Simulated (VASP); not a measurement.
**C2SO2: single point with LDA**

C2SO2:

```xyz
15
Lattice="7.5067 0.0000 0.0000 0.0000 7.5067 0.0000 0.0000 0.0000 7.5067" Properties=species:S:1:pos:R:3 pbc="T T T"
O     5.4250    4.3498   -0.1731
O    -0.1683    7.9039    3.7225
O     2.4996    2.4836    4.3245
O     7.2252    3.4261    4.6616
O     5.6276    0.6030    6.3803
O     2.5842    0.0432    2.3494
C     4.9136    4.1637    0.8506
C     0.4682    7.4001    4.5504
C     2.4315    2.5365    5.4809
C     6.8833    4.4396    4.3014
C     5.1667    1.4549    5.8013
C     3.1052   -0.2369    1.3891
S     4.2272    3.8944    2.2236
S     1.3143    6.7273    5.6726
S     2.3326    2.6021    7.0332
```

```json
{
  "Program": "VASP 6.6.1",
  "Task": "single point",
  "Functional": "LDA",
  "Potentials or basis": "VASP PAW LDA potentials, release 64 (O_h, C_h, S)",
  "Cutoff": "1000 eV",
  "k mesh": "1 × 1 × 1",
  "Occupations": "fermi-dirac, width 0.02 eV",
  "Spin": "no spin polarisation",
  "Dipole correction": "no",
  "Further INCAR settings": "LREAL = Auto; ALGO = Normal; EDIFF = 1e-06; NBANDS = 52"
}
```

* Pressure: -0.5 GPa
* Largest force: 0.492 eV/Å

Forces on the atoms (eV/Å):
```
O    0.074  0.029 -0.149
O   -0.043  0.027 -0.025
O    0.007 -0.004 -0.171
O    0.035 -0.133  0.039
O    0.030 -0.002  0.023
O    0.000  0.006  0.042
C   -0.223 -0.076  0.432
C    0.246 -0.203  0.304
C   -0.013  0.001  0.482
C   -0.029  0.136 -0.032
C   -0.012  0.001 -0.006
C   -0.011 -0.004 -0.051
S    0.141  0.051 -0.284
S   -0.214  0.169 -0.297
S    0.014  0.001 -0.307
```

Stress tensor (GPa, compression positive):
```
-0.24  0.00 -0.01
 0.00 -0.47  0.11
-0.01  0.11 -0.69
```

Levels at points of the mesh, in eV from the Fermi level:
| k point | band 37 | band 38 | band 39 | band 40 | band 41 | band 42 |
| --- | --- | --- | --- | --- | --- | --- |
| (0.00, 0.00, 0.00) | -0.79 | -0.67 | -0.52 | 4.20 | 4.23 | 4.33 |

It took 52 s on 1 thread of Intel(R) Xeon(R) Platinum 8488C (Sapphire Rapids), on a shared host, peak memory 0.7 GiB.

Caveat: the k points lie up to 0.84 Å⁻¹ apart, too coarse for converged energies, forces and pressures.
